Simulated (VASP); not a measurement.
# Mo2As (Pnnm) in VASP: notebook

Mo2As is run at these levels: PBE; tasks: single point, relaxation of cell and atoms.

Everything below comes from runs of VASP 6.6.1. Logs are shortened: lines on timing, memory, paths and dates and some standing lists are left out, and cuts for length are marked.

### 1 The cell of the first run

The structure is orthorhombic, space group Pnnm (No. 58). The conventional cell has a = 4.621 Å, b = 5.640 Å, c = 3.521 Å, α = 90.00°, β = 90.00°, γ = 90.00°. Within 3.1 Å of Mo (site symmetry m) lie 2 Mo at 2.30 to 3.09 Å and 3 As at 2.33 to 2.34 Å. As (site symmetry 2/m) has 6 Mo at 2.33 to 2.34 Å within 3.1 Å.

### 2 Single point, PBE

File INCAR:

```
PREC     = Accurate       # precision mode
ENCUT    = 520            # plane-wave cutoff, eV
EDIFF    = 1E-7           # SCF threshold, eV
ISMEAR   = 0              # smearing method
SIGMA    = 0.1            # smearing width, eV
LREAL    = F              # projectors in reciprocal space
LASPH    = T              # aspherical terms in the spheres
NELM     = 80             # most SCF steps
ALGO     = Fast           # electronic algorithm
ISIF     = 2              # what is computed and relaxed
LWAVE    = F              # write WAVECAR
LCHARG   = T              # write CHGCAR
GGA      = PE             # functional
LELF     = T              # ELF
LVHAR    = T            
NBANDS   = 42             # bands
```

File KPOINTS:

```
regular mesh
0
Gamma
  4 4 6
```

File POSCAR:

```
Mo2As
1.0
    4.6209253076      0.0000000000      0.0000000000
    0.0000000000      5.6398036772      0.0000000000
    0.0000000000      0.0000000000      3.5207446028
Mo As
4 2
Direct
    0.2004000000      0.3787000000      0.0000000000
    0.7996000000      0.6213000000      0.0000000000
    0.7004000000      0.1213000000      0.5000000000
    0.2996000000      0.8787000000      0.5000000000
    0.0000000000      0.0000000000      0.0000000000
    0.5000000000      0.5000000000      0.5000000000
```

Potentials or basis: VASP PAW PBE potentials, release 64 (Mo_sv, As).

On the command line:

```console
cat potpaw_PBE.64/Mo_sv/POTCAR potpaw_PBE.64/As/POTCAR > POTCAR
mpirun -np 1 vasp_std > vasp.out
```

OUTCAR:

```text
PREC = Accurate
   ENCUT = 520
   EDIFF = 1E-7
   ISMEAR = 0
   LREAL = F
   LASPH = T
   NELM = 80
   ISIF = 2
   GGA = PE

 ion  position               nearest neighbor table
   1  0.200  0.379  0.000-   2 2.30   5 2.33   6 2.34   6 2.34   2 3.09   3 3.25   3 3.25   3 3.25
                             3 3.25   4 3.36   4 3.36   4 3.36   4 3.36
   2  0.800  0.621  0.000-   1 2.30   5 2.33   6 2.34   6 2.34   1 3.09   4 3.25   4 3.25   4 3.25
                             4 3.25   3 3.36   3 3.36   3 3.36   3 3.36
   3  0.700  0.121  0.500-   4 2.30   6 2.33   5 2.34   5 2.34   4 3.09   1 3.25   1 3.25   1 3.25
                             1 3.25   2 3.36   2 3.36   2 3.36   2 3.36
   4  0.300  0.879  0.500-   3 2.30   6 2.33   5 2.34   5 2.34   3 3.09   2 3.25   2 3.25   2 3.25
                             2 3.25   1 3.36   1 3.36   1 3.36   1 3.36
   5  0.000  0.000  0.000-   1 2.33   2 2.33   3 2.34   4 2.34   3 2.34   4 2.34
   6  0.500  0.500  0.500-   3 2.33   4 2.33   1 2.34   2 2.34   1 2.34   2 2.34

  LATTYP: Found a simple orthorhombic cell.
 ALAT       =     3.5207446028
 B/A-ratio  =     1.3124852351
 C/A-ratio  =     1.6018781006

  Lattice vectors:

 A1 = (   0.0000000000,   0.0000000000,   3.5207446028)
 A2 = (   4.6209253076,   0.0000000000,   0.0000000000)
 A3 = (   0.0000000000,   5.6398036772,   0.0000000000)

Analysis of symmetry for initial positions (statically):
=====================================================================
 Subroutine PRICEL returns:
 Original cell was already a primitive cell.

 Routine SETGRP: Setting up the symmetry group for a
 simple orthorhombic supercell.

 Subroutine GETGRP returns: Found  8 space group operations
 (whereof  4 operations were pure point group operations)
 out of a pool of  8 trial point group operations.

The static configuration has the point symmetry C_2h.
 The point group associated with its full space group is D_2h.

Analysis of symmetry for dynamics (positions and initial velocities):
=====================================================================
 Subroutine PRICEL returns:
 Original cell was already a primitive cell.

 Routine SETGRP: Setting up the symmetry group for a
 simple orthorhombic supercell.

 Subroutine GETGRP returns: Found  8 space group operations
 (whereof  4 operations were pure point group operations)
 out of a pool of  8 trial point group operations.

The dynamic configuration has the point symmetry C_2h.
 The point group associated with its full space group is D_2h.

 Subroutine INISYM returns: Found  8 space group operations
 (whereof  4 operations are pure point group operations),
 and found     1 'primitive' translations

----------------------------------------------------------------------------------------

                                     Primitive cell

  volume of cell :      91.7545

  direct lattice vectors                    reciprocal lattice vectors
     4.620925308  0.000000000  0.000000000     0.216406874  0.000000000  0.000000000
     0.000000000  5.639803677  0.000000000     0.000000000  0.177311137  0.000000000
     0.000000000  0.000000000  3.520744603     0.000000000  0.000000000  0.284030827

  length of vectors
     4.620925308  5.639803677  3.520744603     0.216406874  0.177311137  0.284030827

  position of ions in fractional coordinates (direct lattice)
     0.200400000  0.378700000  0.000000000
     0.799600000  0.621300000  0.000000000
     0.700400000  0.121300000  0.500000000
     0.299600000  0.878700000  0.500000000
     0.000000000  0.000000000  0.000000000
     0.500000000  0.500000000  0.500000000

  ion indices of the primitive-cell ions
   primitive index   ion index
                 1           1
                 2           2
                 3           3
                 4           4
                 5           5
                 6           6

----------------------------------------------------------------------------------------

 KPOINTS: regular mesh

Automatic generation of k-mesh.
 Grid dimensions read from file:
 generate k-points for:    4    4    6

 Generating k-lattice:

  Cartesian coordinates                     Fractional coordinates (reciprocal lattice)
     0.054101718  0.000000000  0.000000000     0.250000000  0.000000000  0.000000000
     0.000000000  0.044327784  0.000000000     0.000000000  0.250000000  0.000000000
     0.000000000  0.000000000  0.047338471     0.000000000  0.000000000  0.166666667

  Length of vectors
     0.054101718  0.044327784  0.047338471

  Shift w.r.t. Gamma in fractional coordinates (k-lattice)
     0.000000000  0.000000000  0.000000000

 Subroutine IBZKPT returns following result:
 ===========================================

 Found     36 irreducible k-points:

 Following reciprocal coordinates:
            Coordinates               Weight
  0.000000  0.000000  0.000000      1.000000
  0.250000  0.000000  0.000000      2.000000
  0.500000  0.000000  0.000000      1.000000
  0.000000  0.250000  0.000000      2.000000
  0.250000  0.250000  0.000000      4.000000
  0.500000  0.250000  0.000000      2.000000
[... 16 lines left out ...]
  0.250000  0.250000  0.333333      8.000000
  0.500000  0.250000  0.333333      4.000000
 [... further k-points ...]
   k-points           NKPTS =     36   k-points in BZ     NKDIM =     36   number of bands    NBANDS=     42
   number of dos      NEDOS =    301   number of ions     NIONS =      6
   total plane-waves  NPLWV =  42336
   dimension x,y,z NGX =    36 NGY =   42 NGZ =   28
   dimension x,y,z NGXF=    72 NGYF=   84 NGZF=   56
   ions per type =               4   2
   NGX,Y,Z   is equivalent  to a cutoff of  12.95, 12.38, 13.22 a.u.
   NGXF,Y,Z  is equivalent  to a cutoff of  25.90, 24.76, 26.44 a.u.
 SYSTEM =  unknown system
   PREC   = accura    normal or accurate (medium, high low for compatibility)
   ISTART =      0    job   : 0-new  1-cont  2-samecut
   ICHARG =      2    charge: 1-file 2-atom 10-const
   ISPIN  =      1    spin polarized calculation?
   LNONCOLLINEAR =      F non collinear calculations
   LSORBIT =      F    spin-orbit coupling
   LASPH  =      T    aspherical Exc in radial PAW
   ENCUT  =  520.0 eV  38.22 Ry    6.18 a.u.   8.59 10.49  6.55*2*pi/ulx,y,z
   NELM   =     80;   NELMIN=  2; NELMDL= -5     # of ELM steps
   EDIFF  = 0.1E-06   stopping-criterion for ELM
   LREAL  =      F    real-space projection
   EDIFFG = 0.1E-05   stopping-criterion for IOM
   NSW    =      0    number of steps for IOM
   IBRION =     -1    ionic relax: 0-MD 1-quasi-New 2-CG
   NFREE  =      0    steps in history (QN), initial steepest desc. (CG)
   ISIF   =      2    stress and relaxation
   ISYM   =      2    0-nonsym 1-usesym 2-fastsym
   POTIM  = 0.5000    time-step for ionic-motion
   TEBEG  =    0.0;   TEEND  =   0.0 temperature during run
   PSTRESS=    0.0 pullay stress
   NELECT =      66.0000    total number of electrons
   NUPDOWN=      -1.0000    fix difference up-down
   EMIN   =  10.00;   EMAX   =-10.00  energy-range for DOS
   EFERMI =   0.00;   METHOD = LEGACY
   ISMEAR =     0;   SIGMA  =   0.10  broadening in eV -4-tet -1-fermi 0-gaus
   EFERMI_NEDOS =   21; number of points for ismear=-14 and -15
   IALGO  =     68    algorithm
   IMIX   =      4    mixing-type and parameters
     AMIX     =   0.40;   BMIX     =  1.00
     AMIX_MAG =   1.60;   BMIX_MAG =  1.00
  volume/ion in A,a.u.               =      15.29       103.20
  Fermi-wavevector in a.u.,A,eV,Ry     =   1.466832  2.771910 29.274235  2.151596
  Thomas-Fermi vector in A             =   2.582522
   LORBIT       =      0    0 simple, 1 ext, 2 COOP (PROOUT), +10 PAW based schemes
   GGA     = PE    functional components
   LHFCALC =     F    Hartree Fock is set to
   AEXX    =    0.0000 exact exchange contribution
   IVDW    =     0    specifies the selected vdW correction
   LEPSILON=     F    determine dielectric tensor
   LRPA    =     F    only Hartree local field effects (RPA)
 non-spin polarized calculation
 RMM-DIIS sequential band-by-band and
 Gauss-broadening in eV      SIGMA  =   0.10
  energy-cutoff  :      520.00
  volume of cell :       91.75
 maximum number of plane-waves:      2487
 NGX is ok and might be reduce to    36
   NGX = 17   NGY = 21   NGZ = 13

 number of electron      66.0000011 magnetization

 Free energy of the ion-electron system (eV)
  ---------------------------------------------------
  ext. energy  EPLUGINS =         0.00000000
  ---------------------------------------------------
  free energy    TOTEN  =       -47.97132623 eV

  energy without entropy =      -47.94600286  energy(sigma->0) =      -47.95866455

 E-fermi :  11.5757     XC(G=0): -12.7012

 val. band max:       11.5670248267   @ k =   0.2500   0.0000   0.3333
 cond. band min:      11.5860126056   @ k =   0.2500   0.2500   0.1667
 fundamental gap:      0.0189877789
 Fermi energy:        11.5757354314

 k-point     1 :       0.0000    0.0000    0.0000
  band No.  band energies     occupation
      1     -49.4568      2.00000
      2     -49.4037      2.00000
      3     -49.0930      2.00000
      4     -49.0825      2.00000
      5     -24.4299      2.00000
      6     -24.2779      2.00000
[... 34 lines left out ...]
     41      14.1302      0.00000
     42      14.7824      0.00000

 k-point     2 :       0.2500    0.0000    0.0000
  band No.  band energies     occupation
      1     -49.4423      2.00000
      2     -49.4041      2.00000
      3     -49.0985      2.00000
      4     -49.0919      2.00000
      5     -24.3858      2.00000
      6     -24.3107      2.00000
[... 34 lines left out ...]
     41      15.1694      0.00000
     42      15.6634      0.00000

 k-point     3 :       0.5000    0.0000    0.0000
  band No.  band energies     occupation
      1     -49.4158      2.00000
      2     -49.4158      2.00000
      3     -49.1029      2.00000
      4     -49.1029      2.00000
      5     -24.3418      2.00000
      6     -24.3418      2.00000
[... 34 lines left out ...]
     41      15.2900      0.00000
     42      15.2900      0.00000

 k-point     4 :       0.0000    0.2500    0.0000
  band No.  band energies     occupation
      1     -49.4497      2.00000
      2     -49.4122      2.00000
      3     -49.0907      2.00000
      4     -49.0834      2.00000
      5     -24.4138      2.00000
      6     -24.3071      2.00000
[... 844 lines left out ...]
     41      15.2934      0.00000
     42      15.9595      0.00000

 k-point    23 :       0.2500    0.2500    0.3333
  band No.  band energies     occupation
      1     -49.4255      2.00000
      2     -49.4120      2.00000
      3     -49.0917      2.00000
      4     -49.0894      2.00000
      5     -24.3472      2.00000
      6     -24.3212      2.00000
[... 34 lines left out ...]
     41      15.2409      0.00000
     42      15.5404      0.00000

 k-point    24 :       0.5000    0.2500    0.3333
  band No.  band energies     occupation
      1     -49.4103      2.00000
      2     -49.4103      2.00000
      3     -49.0994      2.00000
      4     -49.0994      2.00000
      5     -24.3160      2.00000
      6     -24.3160      2.00000
[... 34 lines left out ...]
     41      15.2059      0.00000
     42      15.2063      0.00000

 [... further k-points ...]

------------------------ aborting loop because EDIFF is reached ----------------------------------------

  FORCE on cell =-STRESS in cart. coord.  units (eV):
  Direction    XX          YY          ZZ          XY          YZ          ZX
  --------------------------------------------------------------------------------------
  -------------------------------------------------------------------------------------
  Total       25.5447815     27.0253449     23.4488836      0.0000000      0.0000000      0.0000000
  in kB      446.0518221    471.9047736    409.4541678      0.0000000      0.0000000      0.0000000
  external PRESSURE =     442.4702545 kB  Pullay stress =       0.0000000 kB

 VOLUME and BASIS-vectors are now :
 -----------------------------------------------------------------------------
  energy-cutoff  :      520.00
  volume of cell :       91.75
      direct lattice vectors                 reciprocal lattice vectors
     4.620925308  0.000000000  0.000000000     0.216406874  0.000000000  0.000000000
     0.000000000  5.639803677  0.000000000     0.000000000  0.177311137  0.000000000
     0.000000000  0.000000000  3.520744603     0.000000000  0.000000000  0.284030827

 POSITION                                       TOTAL-FORCE (eV/Angst)
 -----------------------------------------------------------------------------------
      0.92603      2.13579      0.00000         0.098435     -0.226999     -0.000000
      3.69489      3.50401      0.00000        -0.098435      0.226999      0.000000
      3.23650      0.68411      1.76037         0.098435      0.226999     -0.000000
      1.38443      4.95570      1.76037        -0.098435     -0.226999      0.000000
      0.00000      0.00000      0.00000         0.000000      0.000000      0.000000
      2.31046      2.81990      1.76037         0.000000      0.000000      0.000000
 -----------------------------------------------------------------------------------
    total drift:                                0.000000     -0.000000      0.000000

  FREE ENERGIE OF THE ION-ELECTRON SYSTEM (eV)
  ---------------------------------------------------
  free  energy   TOTEN  =       -47.9713262272 eV

  energy  without entropy=      -47.9460028646  energy(sigma->0) =      -47.95866455
```

Wall time 58 s (1 thread of Intel Xeon 6975P-C (Granite Rapids), shared host); peak memory 0.26 GiB.

Results:

```
Free energy            : -47.9713 eV
Pressure               : 44.2 GPa
Largest force          : 0.247 eV/Å
Band gap on the k mesh : zero (bands 33 and 34 overlap by 1.41 eV)
```

Forces in eV/Å, atoms in the order of the input:
```
Mo   0.098 -0.227  0.000
Mo  -0.098  0.227  0.000
Mo   0.098  0.227  0.000
Mo  -0.098 -0.227  0.000
As   0.000  0.000  0.000
As   0.000  0.000  0.000
```

Stress tensor (GPa, compression positive):
```
44.61  0.00  0.00
 0.00 47.19  0.00
 0.00  0.00 40.95
```

Levels at points of the mesh, in eV from the Fermi level:
```
           k point  band 29  band 30  band 31  band 32  band 33  band 34  band 35  band 36  band 37  band 38
(0.00, 0.00, 0.00)    -2.13    -1.88    -1.72    -1.03    -0.52     0.05     0.34     0.68     0.85     1.94
(0.50, 0.00, 0.00)    -2.16    -2.16    -0.80    -0.80     0.35     0.35     0.44     0.44     1.37     1.37
(0.00, 0.50, 0.00)    -1.77    -1.77    -1.55    -1.55    -0.73    -0.73     0.83     0.83     0.99     0.99
(0.50, 0.50, 0.00)    -2.07    -2.07    -1.96    -1.96     0.03     0.03     1.43     1.43     1.52     1.52
(0.00, 0.00, 0.50)    -1.76    -1.76     0.15     0.15     0.68     0.68     0.88     0.88     1.67     1.67
(0.50, 0.00, 0.50)    -1.75    -1.75    -1.34    -1.34     0.35     0.35     1.04     1.04     1.40     1.40
(0.00, 0.50, 0.50)    -2.01    -2.01     0.26     0.26     0.32     0.32     0.92     0.92     2.12     2.12
(0.50, 0.50, 0.50)    -0.66    -0.66    -0.34    -0.34     0.11     0.11     1.12     1.12     1.96     1.96
```

Caveat: the stress differs along the axes, from 41 to 47 GPa.

(Continued in part 2 of 2.)
